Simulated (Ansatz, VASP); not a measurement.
**One calculation of PbSe, two programs**

INCAR

```
SYSTEM = PbSe
PREC     = Accurate       ! precision mode
ENCUT    = 520            ! plane-wave cutoff, eV
EDIFF    = 1E-6           ! SCF threshold, eV
ISMEAR   = -1             ! smearing method
SIGMA    = 0.03           ! smearing width, eV
LREAL    = .FALSE.        ! projectors in reciprocal space
LASPH    = .TRUE.         ! aspherical terms in the spheres
NELM     = 60             ! most SCF steps
ALGO     = Normal         ! electronic algorithm
ISIF     = 2              ! what is computed and relaxed
LWAVE    = .FALSE.        ! write WAVECAR
LCHARG   = .FALSE.        ! write CHGCAR
GGA      = PE             ! functional
NBANDS   = 17             ! bands
```

The input KPOINTS:

```
regular mesh
0
G
  10 10 10
  0 0 0
```

POSCAR

```
PbSe
1.0
    0.0000000000      3.0818427091      3.0818427091
    3.0818427091      0.0000000000      3.0818427091
    3.0818427091      3.0818427091      0.0000000000
Pb Se
1 1
Direct
    0.0000000000      0.0000000000      0.0000000000
    0.5000000000      0.5000000000      0.5000000000
```

Input for Ansatz:

```yaml
crystal:
  lattice:
    - [0.0, 3.0818427091, 3.0818427091]
    - [3.0818427091, 0.0, 3.0818427091]
    - [3.0818427091, 3.0818427091, 0.0]
  atoms:
    - { symbol: Pb, position: [0.0, 0.0, 0.0] }
    - { symbol: Se, position: [0.5, 0.5, 0.5] }
kpoints:
  mp_grid: { grid: [10, 10, 10] }
scf:
  occupations: { method: fermi_dirac, width: 0.03 }
hamiltonian:
  xc: pbe
  pseudopotentials: { kind: all_electron, lapw: { basis_error: 0.0005 } }
output:
  forces: true
  stress: true
  eigenvalues: true
```

Change from the starting cell: volume scaled by 0.975.

Alike in both runs: task single point; functional PBE; k mesh 10 × 10 × 10; occupations fermi-dirac, width 0.03 eV; no spin polarisation.

|  | VASP | Ansatz |
| --- | --- | --- |
| version | VASP 6.6.1 | Ansatz 0.2.0 |
| potentials or method | VASP PAW PBE potentials, release 64 (Pb_d, Se), cutoff 520 eV | all-electron LAPW, scalar-relativistic |

|  | VASP | Ansatz | Ansatz less VASP |
| --- | --- | --- | --- |
| pressure (GPa) | 1.3 | 1.3 | +0.03 |

Ansatz ran all-electron here, and VASP with PAW potentials.

Neither program's run includes spin-orbit coupling.
